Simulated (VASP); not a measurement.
# MgS (Imm2) in VASP: notebook

The runs below take MgS through single point, with PBEsol.

Everything below comes from runs of VASP 6.6.1. Logs are shortened: lines on timing, memory, paths and dates and some standing lists are left out, and cuts for length are marked.

## (1) The cell of the first run

It takes space group Imm2 (No. 44, orthorhombic). The conventional cell has a = 3.679 Å, b = 5.203 Å, c = 3.679 Å, α = 90.00°, β = 90.00°, γ = 90.00°. Mg (site symmetry mm2) has 6 S at 2.56 to 2.65 Å within 3.4 Å. Within 3.4 Å of S (site symmetry mm2) lie 6 Mg at 2.56 to 2.65 Å.

## (2) Single point, PBEsol (all Mg atoms moved +0.062 Å, as atom 1 along Cartesian [1 1 0])

Input file INCAR:

```
PREC     = Accurate       # precision mode
ENCUT    = 520            # plane-wave cutoff, eV
EDIFF    = 1E-7           # SCF threshold, eV
ISMEAR   = 0              # smearing method
SIGMA    = 0.05           # smearing width, eV
LREAL    = False          # projectors in reciprocal space
LASPH    = True           # aspherical terms in the spheres
NELM     = 60             # most SCF steps
ALGO     = Normal         # electronic algorithm
ISIF     = 2              # what is computed and relaxed
LWAVE    = False          # write WAVECAR
LCHARG   = False          # write CHGCAR
GGA      = PS             # functional
NBANDS   = 11             # bands
```

Input file KPOINTS:

```
regular mesh
0
Gamma
  8 8 8
```

Input file POSCAR:

```
MgS
1.0
    0.0000000000      2.6016500000      2.6016500000
    2.6016500000      0.0000000000      2.6016500000
    2.6016500000      2.6016500000      0.0000000000
Mg S
1 1
Direct
    0.0000000000      0.0000000000      0.0169869790
    0.5000000000      0.5000000000      0.5000000000
```

Potentials or basis: VASP PAW PBE potentials, release 64 (Mg, S).

Command:

```
cat potpaw_PBE.64/Mg/POTCAR potpaw_PBE.64/S/POTCAR > POTCAR
mpirun -np 1 vasp_std > vasp.out
```

OUTCAR:

```text
PREC = Accurate
   ENCUT = 520
   EDIFF = 1E-7
   ISMEAR = 0
   LREAL = False
   LASPH = True
   NELM = 60
   ISIF = 2
   GGA = PS

 ion  position               nearest neighbor table
   1  0.000  0.000  0.017-   2 2.56   2 2.56   2 2.60   2 2.60   2 2.65   2 2.65
   2  0.500  0.500  0.500-   1 2.56   1 2.56   1 2.60   1 2.60   1 2.65   1 2.65

  LATTYP: Found a face centered cubic cell.
 ALAT       =     5.2033000000

  Lattice vectors:

 A1 = (   0.0000000000,   2.6016500000,   2.6016500000)
 A2 = (   2.6016500000,   0.0000000000,   2.6016500000)
 A3 = (   2.6016500000,   2.6016500000,   0.0000000000)

Analysis of symmetry for initial positions (statically):
=====================================================================
 Subroutine PRICEL returns:
 Original cell was already a primitive cell.

 Routine SETGRP: Setting up the symmetry group for a
 face centered cubic supercell.

 Subroutine GETGRP returns: Found  4 space group operations
 (whereof  4 operations were pure point group operations)
 out of a pool of 48 trial point group operations.

The static configuration has the point symmetry C_2v.

Analysis of symmetry for dynamics (positions and initial velocities):
=====================================================================
 Subroutine PRICEL returns:
 Original cell was already a primitive cell.

 Routine SETGRP: Setting up the symmetry group for a
 face centered cubic supercell.

 Subroutine GETGRP returns: Found  4 space group operations
 (whereof  4 operations were pure point group operations)
 out of a pool of 48 trial point group operations.

The dynamic configuration has the point symmetry C_2v.

 Subroutine INISYM returns: Found  4 space group operations
 (whereof  4 operations are pure point group operations),
 and found     1 'primitive' translations

----------------------------------------------------------------------------------------

                                     Primitive cell

  volume of cell :      35.2190

  direct lattice vectors                    reciprocal lattice vectors
     0.000000000  2.601650000  2.601650000    -0.192185728  0.192185728  0.192185728
     2.601650000  0.000000000  2.601650000     0.192185728 -0.192185728  0.192185728
     2.601650000  2.601650000  0.000000000     0.192185728  0.192185728 -0.192185728

  length of vectors
     3.679288715  3.679288715  3.679288715     0.332875446  0.332875446  0.332875446

  position of ions in fractional coordinates (direct lattice)
     0.000000000  0.000000000  0.016986979
     0.500000000  0.500000000  0.500000000

  ion indices of the primitive-cell ions
   primitive index   ion index
                 1           1
                 2           2

----------------------------------------------------------------------------------------

 KPOINTS: regular mesh

Automatic generation of k-mesh.
 Grid dimensions read from file:
 generate k-points for:    8    8    8

 Generating k-lattice:

  Cartesian coordinates                     Fractional coordinates (reciprocal lattice)
    -0.024023216  0.024023216  0.024023216     0.125000000  0.000000000  0.000000000
     0.024023216 -0.024023216  0.024023216     0.000000000  0.125000000  0.000000000
     0.024023216  0.024023216 -0.024023216     0.000000000  0.000000000  0.125000000

  Length of vectors
     0.041609431  0.041609431  0.041609431

  Shift w.r.t. Gamma in fractional coordinates (k-lattice)
     0.000000000  0.000000000  0.000000000

 Subroutine IBZKPT returns following result:
 ===========================================

 Found     95 irreducible k-points:

 Following reciprocal coordinates:
            Coordinates               Weight
  0.000000  0.000000  0.000000      1.000000
  0.125000  0.000000  0.000000      4.000000
  0.000000  0.000000  0.125000      4.000000
  0.250000  0.000000  0.000000      4.000000
  0.000000  0.000000  0.250000      4.000000
  0.375000  0.000000  0.000000      4.000000
[... 16 lines left out ...]
  0.125000  0.125000 -0.375000      4.000000
 -0.375000  0.125000  0.000000      4.000000
 [... further k-points ...]
   k-points           NKPTS =     95   k-points in BZ     NKDIM =     95   number of bands    NBANDS=     11
   number of dos      NEDOS =    301   number of ions     NIONS =      2
   total plane-waves  NPLWV =  21952
   dimension x,y,z NGX =    28 NGY =   28 NGZ =   28
   dimension x,y,z NGXF=    56 NGYF=   56 NGZF=   56
   ions per type =               1   1
   NGX,Y,Z   is equivalent  to a cutoff of  12.65, 12.65, 12.65 a.u.
   NGXF,Y,Z  is equivalent  to a cutoff of  25.30, 25.30, 25.30 a.u.
 SYSTEM =  unknown system
   PREC   = accura    normal or accurate (medium, high low for compatibility)
   ISTART =      0    job   : 0-new  1-cont  2-samecut
   ICHARG =      2    charge: 1-file 2-atom 10-const
   ISPIN  =      1    spin polarized calculation?
   LNONCOLLINEAR =      F non collinear calculations
   LSORBIT =      F    spin-orbit coupling
   LASPH  =      T    aspherical Exc in radial PAW
   ENCUT  =  520.0 eV  38.22 Ry    6.18 a.u.   6.84  6.84  6.84*2*pi/ulx,y,z
   NELM   =     60;   NELMIN=  2; NELMDL= -5     # of ELM steps
   EDIFF  = 0.1E-06   stopping-criterion for ELM
   LREAL  =      F    real-space projection
   EDIFFG = 0.1E-05   stopping-criterion for IOM
   NSW    =      0    number of steps for IOM
   IBRION =     -1    ionic relax: 0-MD 1-quasi-New 2-CG
   NFREE  =      0    steps in history (QN), initial steepest desc. (CG)
   ISIF   =      2    stress and relaxation
   ISYM   =      2    0-nonsym 1-usesym 2-fastsym
   POTIM  = 0.5000    time-step for ionic-motion
   TEBEG  =    0.0;   TEEND  =   0.0 temperature during run
   PSTRESS=    0.0 pullay stress
   NELECT =       8.0000    total number of electrons
   NUPDOWN=      -1.0000    fix difference up-down
   EMIN   =  10.00;   EMAX   =-10.00  energy-range for DOS
   EFERMI =   0.00;   METHOD = LEGACY
   ISMEAR =     0;   SIGMA  =   0.05  broadening in eV -4-tet -1-fermi 0-gaus
   EFERMI_NEDOS =   21; number of points for ismear=-14 and -15
   IALGO  =     38    algorithm
   IMIX   =      4    mixing-type and parameters
     AMIX     =   0.40;   BMIX     =  1.00
     AMIX_MAG =   1.60;   BMIX_MAG =  1.00
  volume/ion in A,a.u.               =      17.61       118.83
  Fermi-wavevector in a.u.,A,eV,Ry     =   0.998878  1.887606 13.575323  0.997758
  Thomas-Fermi vector in A             =   2.131131
   LORBIT       =      0    0 simple, 1 ext, 2 COOP (PROOUT), +10 PAW based schemes
   GGA     = PS    functional components
   LHFCALC =     F    Hartree Fock is set to
   AEXX    =    0.0000 exact exchange contribution
   IVDW    =     0    specifies the selected vdW correction
   LEPSILON=     F    determine dielectric tensor
   LRPA    =     F    only Hartree local field effects (RPA)
 non-spin polarized calculation
 Gauss-broadening in eV      SIGMA  =   0.05
  energy-cutoff  :      520.00
  volume of cell :       35.22
 maximum number of plane-waves:       960
   NGX = 13   NGY = 13   NGZ = 13

 number of electron       8.0000000 magnetization

 Free energy of the ion-electron system (eV)
  ---------------------------------------------------
  ext. energy  EPLUGINS =         0.00000000
  ---------------------------------------------------
  free energy    TOTEN  =        -9.06787846 eV

  energy without entropy =       -9.06787846  energy(sigma->0) =       -9.06787846

 E-fermi :   3.9396     XC(G=0):  -9.8356

 val. band max:        3.6745840619   @ k =   0.0000   0.0000   0.0000
 cond. band min:       6.3796703198   @ k =   0.5000   0.5000   0.0000
 fundamental gap:      2.7050862579
 Fermi energy:         3.9395654978

 k-point     1 :       0.0000    0.0000    0.0000
  band No.  band energies     occupation
      1      -9.0092      2.00000
      2       3.6680      2.00000
      3       3.6745      2.00000
      4       3.6746      2.00000
      5       7.2668      0.00000
      6      11.5273      0.00000
      7      11.5277      0.00000
      8      11.5334      0.00000
      9      13.9916      0.00000
     10      13.9969      0.00000
     11      15.9639      0.00000

 k-point     2 :       0.1250    0.0000    0.0000
  band No.  band energies     occupation
      1      -8.8565      2.00000
      2       2.6015      2.00000
      3       3.5695      2.00000
      4       3.5722      2.00000
      5       8.0767      0.00000
      6      11.1941      0.00000
      7      11.7809      0.00000
      8      11.7876      0.00000
      9      13.3347      0.00000
     10      13.3455      0.00000
     11      16.2332      0.00000

 k-point     3 :       0.0000    0.0000    0.1250
  band No.  band energies     occupation
      1      -8.8565      2.00000
      2       2.6050      2.00000
      3       3.5652      2.00000
      4       3.5719      2.00000
      5       8.0785      0.00000
      6      11.1983      0.00000
      7      11.7795      0.00000
      8      11.7805      0.00000
      9      13.3399      0.00000
     10      13.3405      0.00000
     11      16.2426      0.00000

 k-point     4 :       0.2500    0.0000    0.0000
  band No.  band energies     occupation
      1      -8.4429      2.00000
      2       0.8235      2.00000
      3       3.3457      2.00000
      4       3.3486      2.00000
      5       8.5019      0.00000
      6      11.4149      0.00000
      7      11.4179      0.00000
      8      11.8865      0.00000
      9      13.8884      0.00000
     10      13.9027      0.00000
     11      15.4292      0.00000
[... 239 lines left out ...]
 k-point    22 :       0.1250    0.0000    0.5000
  band No.  band energies     occupation
      1      -7.6392      2.00000
      2      -0.9765      2.00000
      3       2.4161      2.00000
      4       2.8718      2.00000
      5       8.7153      0.00000
      6       9.9085      0.00000
      7      11.0829      0.00000
      8      13.6381      0.00000
      9      15.5497      0.00000
     10      17.4019      0.00000
     11      18.0510      0.00000

 k-point    23 :       0.1250    0.1250   -0.3750
  band No.  band energies     occupation
      1      -7.6392      2.00000
      2      -0.9766      2.00000
      3       2.4204      2.00000
      4       2.8671      2.00000
      5       8.7171      0.00000
      6       9.9068      0.00000
      7      11.0829      0.00000
      8      13.6319      0.00000
      9      15.5639      0.00000
     10      17.3987      0.00000
     11      18.0585      0.00000

 k-point    24 :      -0.3750    0.1250    0.0000
  band No.  band energies     occupation
      1      -7.7227      2.00000
      2      -0.7911      2.00000
      3       2.2920      2.00000
      4       3.0564      2.00000
      5       8.8862      0.00000
      6      10.0736      0.00000
      7      10.9392      0.00000
      8      13.4520      0.00000
      9      15.5990      0.00000
     10      16.0187      0.00000
     11      18.2816      0.00000

 [... further k-points ...]
[... 5 lines left out ...]
  --------------------------------------------------------------------------------------
  -------------------------------------------------------------------------------------
  Total       -0.2038101     -0.2038101     -0.2563002     -0.0063178      0.0000000      0.0000000
  in kB       -9.2717051     -9.2717051    -11.6595806     -0.2874099      0.0000000      0.0000000
  external PRESSURE =     -10.0676636 kB  Pullay stress =       0.0000000 kB

 VOLUME and BASIS-vectors are now :
 -----------------------------------------------------------------------------
  energy-cutoff  :      520.00
  volume of cell :       35.22
      direct lattice vectors                 reciprocal lattice vectors
     0.000000000  2.601650000  2.601650000    -0.192185728  0.192185728  0.192185728
     2.601650000  0.000000000  2.601650000     0.192185728 -0.192185728  0.192185728
     2.601650000  2.601650000  0.000000000     0.192185728  0.192185728 -0.192185728

 POSITION                                       TOTAL-FORCE (eV/Angst)
 -----------------------------------------------------------------------------------
      0.04419      0.04419      0.00000        -0.124213     -0.124213     -0.000000
      2.60165      2.60165      2.60165         0.124213      0.124213      0.000000
 -----------------------------------------------------------------------------------
    total drift:                               -0.000018     -0.000018     -0.000000

  FREE ENERGIE OF THE ION-ELECTRON SYSTEM (eV)
  ---------------------------------------------------
  free  energy   TOTEN  =        -9.0678784609 eV

  energy  without entropy=       -9.0678784609  energy(sigma->0) =       -9.06787846
```

Run time: 63 s. Hardware: 1 thread of Intel Xeon 8259CL, shared host; peak memory 0.18 GiB.

Results:

```
Free energy            : -9.0679 eV
Pressure               : -1.0 GPa
Largest force          : 0.176 eV/Å
Band gap on the k mesh : 2.71 eV (least direct gap 3.59 eV)
```

Forces in eV/Å, atoms in the order of the input:
```
Mg  -0.124 -0.124  0.000
S    0.124  0.124  0.000
```

Stress tensor (GPa, compression positive):
```
-0.93 -0.03  0.00
-0.03 -0.93  0.00
 0.00  0.00 -1.17
```

Caveat: the cell differs from its parent crystal (all Mg atoms moved +0.062 Å, as atom 1 along Cartesian [1 1 0]); the PAW data sets were made with another functional, which shifts forces and pressure a little. A k mesh can miss the band edges.

## (3) Single point, PBEsol (all Mg atoms moved +0.037 Å, as atom 1 along Cartesian [1 1 0])

Input file INCAR:

```
ALGO = Normal
EDIFF = 1E-6
ENCUT = 520
GGA = PS
ISIF = 2
ISMEAR = 0
LASPH = T
LCHARG = T
LELF = T
LREAL = F
LVHAR = T
LWAVE = F
NBANDS = 11
NELM = 60
PREC = Accurate
SIGMA = 0.05
```

Input file KPOINTS:

```
k-points
0
Gamma
  8 8 8
```

POSCAR, as its differences from that of step 2:

```diff
@@ -8,3 +8,3 @@
 Direct
-    0.0000000000      0.0000000000      0.0169869790
+    0.0000000000      0.0000000000      0.0101921874
     0.5000000000      0.5000000000      0.5000000000
```

Potentials or basis: VASP PAW PBE potentials, release 64 (Mg, S).

Command:

```
cat potpaw_PBE.64/Mg/POTCAR potpaw_PBE.64/S/POTCAR > POTCAR
mpirun -np 1 vasp_std > vasp.out
```

It took 45 s on 1 thread of Intel Xeon 8259CL, shared host; peak memory 0.18 GiB.

The run converged. Its results:

```
Free energy            : -9.0714 eV
Pressure               : -1.1 GPa
Largest force          : 0.105 eV/Å
Band gap on the k mesh : 2.70 eV (least direct gap 3.59 eV)
```

Forces on the atoms (eV/Å):
```
Mg  -0.074 -0.074  0.000
S    0.074  0.074  0.000
```

Stress tensor (GPa, compression positive):
```
-1.08 -0.01  0.00
-0.01 -1.08  0.00
 0.00  0.00 -1.16
```

Levels at points of the mesh, in eV from the valence-band top:
```tsv
k point	band 1	band 2	band 3	band 4	band 5	band 6	band 7	band 8	band 9
(0.00, 0.00, 0.00)	-12.68	0.00	0.00	0.00	3.59	7.85	7.85	7.86	10.31
(0.50, 0.00, 0.00)	-11.36	-4.89	-0.60	-0.60	4.40	6.83	6.83	10.06	11.97
(0.00, 0.00, 0.50)	-11.36	-4.89	-0.60	-0.60	4.40	6.83	6.83	10.06	11.97
(0.50, 0.50, 0.00)	-10.98	-4.26	-1.71	-1.71	2.70	4.24	11.87	12.82	13.26
(0.00, 0.50, 0.50)	-10.98	-4.26	-1.71	-1.71	2.70	4.24	11.87	12.82	13.26
```

Caveat: the cell differs from its parent crystal (all Mg atoms moved +0.037 Å, as atom 1 along Cartesian [1 1 0]); the PAW data sets were made with another functional, which shifts forces and pressure a little. A k mesh can miss the band edges.

## (4) Single point, PBEsol (all Mg atoms moved +0.013 Å, as atom 1 along Cartesian [1 1 0])

Input file INCAR:

```
SYSTEM = MgS
ALGO = Normal
EDIFF = 1E-6
ENCUT = 520
GGA = PS
ISIF = 2
ISMEAR = 0
LASPH = .True.
LCHARG = .False.
LREAL = .False.
LWAVE = .False.
NBANDS = 11
NELM = 100
PREC = Accurate
SIGMA = 0.05
```

Input file KPOINTS:

```
k-points
0
Gamma
  8 8 8
  0 0 0
```

POSCAR, as its differences from that of step 3:

```diff
@@ -8,3 +8,3 @@
 Direct
-    0.0000000000      0.0000000000      0.0101921874
+    0.0000000000      0.0000000000      0.0033973958
     0.5000000000      0.5000000000      0.5000000000
```

Command:

```
cat potpaw_PBE.64/Mg/POTCAR potpaw_PBE.64/S/POTCAR > POTCAR
mpirun -np 1 vasp_std > vasp.out
```

It took 37 s on 1 thread of Intel Xeon 8259CL, shared host; peak memory 0.18 GiB.

It converged, with:

- Free energy: -9.0731 eV
- Pressure: -1.1 GPa
- Largest force: 0.035 eV/Å
- Band gap on the k mesh: 2.70 eV (least direct gap 3.59 eV)

Forces in eV/Å, atoms in the order of the input:
```
Mg  -0.025 -0.025  0.000
S    0.025  0.025  0.000
```

Levels at points of the mesh, in eV from the valence-band top:
```csv
k point,band 1,band 2,band 3,band 4,band 5,band 6,band 7,band 8,band 9
"(0.00, 0.00, 0.00)",-12.68,0.00,0.00,0.00,3.59,7.85,7.85,7.85,10.31
"(0.50, 0.00, 0.00)",-11.36,-4.89,-0.60,-0.60,4.40,6.83,6.83,10.07,11.97
"(0.00, 0.00, 0.50)",-11.36,-4.89,-0.60,-0.60,4.40,6.83,6.83,10.07,11.97
"(0.50, 0.50, 0.00)",-10.98,-4.26,-1.71,-1.71,2.70,4.24,11.87,12.82,13.26
"(0.00, 0.50, 0.50)",-10.98,-4.26,-1.71,-1.71,2.70,4.24,11.87,12.82,13.26
```

Caveat: the cell differs from its parent crystal (all Mg atoms moved +0.013 Å, as atom 1 along Cartesian [1 1 0]); the PAW data sets were made with another functional, which shifts forces and pressure a little. A k mesh can miss the band edges.

## (5) The runs side by side

```csv
cell,gap on the mesh (eV),pressure (GPa),largest force (eV/Å)
"as given, atomic positions A",2.71,-1.0,0.18
"as given, atomic positions B",2.70,-1.1,0.10
"as given, atomic positions C",2.70,-1.1,0.03
```

Alike in all rows: task single point; level PBEsol; potentials or basis VASP PAW PBE potentials, release 64 (Mg, S); no spin polarisation; k mesh 8 × 8 × 8; cutoff (eV) 520; smearing gaussian 0.05 eV.

Caveats: the PAW data sets were made with another functional, which shifts forces and pressure a little.

Absolute energies hang on the potentials; compare differences alone.
